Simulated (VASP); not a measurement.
A run of VASP 6.6.1 is set up as follows.

File INCAR:

```
SYSTEM = C
  PREC = Accurate
  ENCUT = 520
  EDIFF = 1E-8
  ISMEAR = -1
  SIGMA = 0.05
  LREAL = .False.
  LASPH = .True.
  NELM = 100
  ALGO = Normal
  ISIF = 2
  LWAVE = .False.
  LCHARG = .False.
  GGA = PE
  LEFG = .True.
  NBANDS = 11
```

File KPOINTS:

```
regular mesh
0
Gamma
  18 18 18
  0 0 0
```

POSCAR

```
C
1.0
    0.0000000000      2.1482700000      3.3480000000
    1.2402800000      0.0000000000      3.3480000000
    1.2402800000      2.1482700000      0.0000000000
C
2
Direct
    0.1666700000      0.8333300000      0.1666700000
    0.8333300000      0.1666700000      0.8333300000
```

Potentials or basis: VASP PAW PBE potentials, release 64 (C).

Run with:

```console
$ cat potpaw_PBE.64/C/POTCAR > POTCAR
$ mpirun -np 1 vasp_std > vasp.out
```

(1) Predict the pressure.

(2) Predict the largest force.

Answers

(1) -3.1 GPa.

(2) 0.004 eV/Å.

Caveat: the cell differs from its parent crystal (equal xx and yy strain of +1 %); without QUAD_EFG the Cq values of the log hold for a quadrupole moment of 1 mb, not for the nuclei.
